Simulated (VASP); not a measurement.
Input of a VASP 6.6.1 run:

POSCAR

```
Rh
1.0
    2.6553652365      0.0000000000      0.0000000000
   -1.3276826182      2.2996137512      0.0000000000
    0.0000000000      0.0000000000      8.6791627142
Rh
4
Direct
    0.6666666667      0.3333333333      0.7500000000
    0.0000000000      0.0000000000      0.5000000000
    0.3333333333      0.6666666667      0.2500000000
    0.0000000000      0.0000000000      0.0000000000
```

The input INCAR.step1:

```
PREC = Accurate
ENCUT = 520
ISMEAR = -1
SIGMA = 0.05
LREAL = False
LASPH = True
NELM = 100
NBANDS = 38
GGA = PE
ALGO = Normal
EDIFF = 1E-4
LWAVE = True
LCHARG = False
```

INCAR.step2

```
PREC = Accurate
ENCUT = 520
EDIFF = 1E-7
ISMEAR = -1
SIGMA = 0.05
LREAL = False
LASPH = True
NELM = 100
ALGO = Normal
ISIF = 2
LWAVE = False
LCHARG = True
METAGGA = R2SCAN
LMIXTAU = True
LELF = True
LVHAR = True
NBANDS = 38
ISTART = 1
```

File KPOINTS:

```
regular mesh
0
Gamma
  11 11 3
```

Potentials or basis: VASP PAW PBE potentials, release 64 (Rh_pv).

Run with:

```console
$ cat potpaw_PBE.64/Rh_pv/POTCAR > POTCAR
$ cp INCAR.step1 INCAR
$ mpirun -np 1 vasp_std > vasp.out
$ cp INCAR.step2 INCAR
$ mpirun -np 1 vasp_std > vasp.out
```

(1) Predict the band gap on the k mesh.

(2) Estimate the pressure.

## Answers

(1) zero (band 30 reaches 13.13 eV, above the bottom of band 31 at 11.31 eV).

(2) 12.7 GPa.

Caveat: the PAW data sets were made with another functional, which shifts forces and pressure a little.
